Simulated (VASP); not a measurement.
A run of VASP 6.6.1:

The input INCAR:

```
PREC     = Accurate       # precision mode
ENCUT    = 520            # plane-wave cutoff, eV
EDIFF    = 1E-6           # SCF threshold, eV
ISMEAR   = -1             # smearing method
SIGMA    = 0.0109         # smearing width, eV
LREAL    = False          # projectors in reciprocal space
LASPH    = True           # aspherical terms in the spheres
NELM     = 150            # most SCF steps
ALGO     = Normal         # electronic algorithm
ISIF     = 2              # what is computed and relaxed
LWAVE    = False          # write WAVECAR
LCHARG   = False          # write CHGCAR
ISPIN    = 2              # spin polarisation
MAGMOM   = 2 2 2 2 -0.11 -0.11 -0.11 -0.11 # initial moments
LORBIT   = 11             # projections on sites
LMAXMIX  = 4              # l up to which the mixer works
GGA      = PE             # functional
NBANDS   = 50             # bands
```

KPOINTS

```
Automatic mesh
0
Gamma
  4 6 3
```

File POSCAR:

```
MnAs
1.0
    5.5101337258      0.0000000000      0.0000000000
    0.0000000000      3.4360902160      0.0000000000
    0.0000000000      0.0000000000      6.0073292278
Mn As
4 4
Direct
    0.0038210975      0.2500000000      0.1899639941
    0.4961789025      0.7500000000      0.6899639941
    0.5038210975      0.2500000000      0.3100360059
    0.9961789025      0.7500000000      0.8100360059
    0.1954873227      0.2500000000      0.5822135873
    0.3045126773      0.7500000000      0.0822135873
    0.6954873227      0.2500000000      0.9177864127
    0.8045126773      0.7500000000      0.4177864127
```

Potentials or basis: VASP PAW PBE potentials, release 64 (Mn_pv, As).

The run is started by

```bash
$ cat potpaw_PBE.64/Mn_pv/POTCAR potpaw_PBE.64/As/POTCAR > POTCAR
$ mpirun -np 1 vasp_std > vasp.out
```

Hardware: 1 thread of AMD EPYC 9R45 (Zen 5), with other jobs on the host.

Estimate the wall time of this run.

It took 5.1 min on 1 thread of AMD EPYC 9R45 (Zen 5), on a shared host, peak memory 0.34 GiB. Counts: scf iterations 16, k points 24.
